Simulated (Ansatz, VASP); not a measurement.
**Two plane-wave programs on SnO2**

```xyz
6
Lattice="4.7213 0.0000 0.0000 0.0000 4.7242 0.0000 0.0000 0.0000 3.1900" Properties=species:S:1:pos:R:3 pbc="T T T"
Sn    2.3606    2.3621    1.5950
Sn    0.0000    0.0000    0.0000
O     1.2305    1.2362    0.0000
O     3.8033    0.9138    1.5950
O     0.9180    3.8104    1.5950
O     3.2786    3.2759    0.0000
```

Alike in both runs: task single point; functional LDA; k mesh 6 × 6 × 8; occupations gaussian, width 0.05 eV; no spin polarisation.

```csv
,VASP,Ansatz
version,VASP 6.6.1,Ansatz 0.2.0
potentials or method,"VASP PAW LDA potentials, release 64 (Sn_d, O), cutoff 520 eV","scalar-relativistic, plane waves, PAW"
valence electrons in the cell,52,52
```

```tsv
	VASP	Ansatz	Ansatz less VASP
gap on the k mesh at the Fermi level (eV)	0.91	0.88	-0.031
least direct gap on the mesh (eV)	0.91	0.88	-0.031
pressure (GPa)	7.6	6.9	-0.73
traceless stress, the component that is largest in VASP (GPa)	11.64	12.09	+0.449
rms of the force components (eV/Å)	3.000	3.033	+0.0322
```

LDA's correlation is that of Perdew and Zunger in VASP and of Perdew and Wang (1992) in Ansatz. Atom by atom the forces differ by 0.044 eV/Å (rms over components).
